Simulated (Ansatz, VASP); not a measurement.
**LaP: VASP beside Ansatz**

Contents of INCAR:

```
ALGO = Normal ; EDIFF = 1E-8
ENCUT = 520 ; ISIF = 2
ISMEAR = -1 ; LASPH = T
LCHARG = F ; LEFG = T
LREAL = F ; LWAVE = F
NBANDS = 15 ; NELM = 80
PREC = Accurate ; SIGMA = 0.03
```

File KPOINTS:

```
k-points
0
Gamma
  10 10 10
```

The input POSCAR:

```
LaP
1.0
    0.0000000000      3.0125000000      2.9522500000
    3.0125000000      0.0000000000      2.9522500000
    3.0125000000      3.0125000000      0.0000000000
La P
1 1
Direct
    0.0000000000      0.0000000000      0.0000000000
    0.5000000000      0.5000000000      0.5000000000
```

Input for Ansatz:

```yaml
crystal:
  lattice:
    - [0.0, 3.0125, 2.95225]
    - [3.0125, 0.0, 2.95225]
    - [3.0125, 3.0125, 0.0]
  atoms:
    - { symbol: La, position: [0.0, 0.0, 0.0] }
    - { symbol: P, position: [0.5, 0.5, 0.5] }
kpoints:
  mp_grid: { grid: [10, 10, 10] }
scf:
  occupations: { method: fermi_dirac, width: 0.03 }
hamiltonian:
  xc: lda
  pseudopotentials: { kind: all_electron, datasets: crystal }
output:
  forces: true
  stress: true
  eigenvalues: true
  efg: { contact_densities: true }
```

Change from the starting cell: zz strain of -2 %, crystal datasets.

Alike in both runs: task electric field gradients; functional LDA; k mesh 10 × 10 × 10; occupations fermi-dirac, width 0.03 eV; no spin polarisation.

|  | VASP | Ansatz |
| --- | --- | --- |
| version | VASP 6.6.1 | Ansatz 0.2.0 |
| potentials or method | VASP PAW LDA potentials, release 64 (La, P), cutoff 520 eV | all-electron PAW with datasets made for the crystal, scalar-relativistic |

```tsv
	VASP	Ansatz	Ansatz less VASP
pressure (GPa)	-1.8	-1.7	+0.06
traceless stress, the component that is largest in VASP (GPa)	2.01	2.01	+0.003
size of Vzz on the site where it differs most (V/Å²)	30.5	31.2	+0.69
```

LDA's correlation is that of Perdew and Zunger in VASP and of Perdew and Wang (1992) in Ansatz. Ansatz ran all-electron here, and VASP with PAW potentials.

Neither program's run includes spin-orbit coupling.
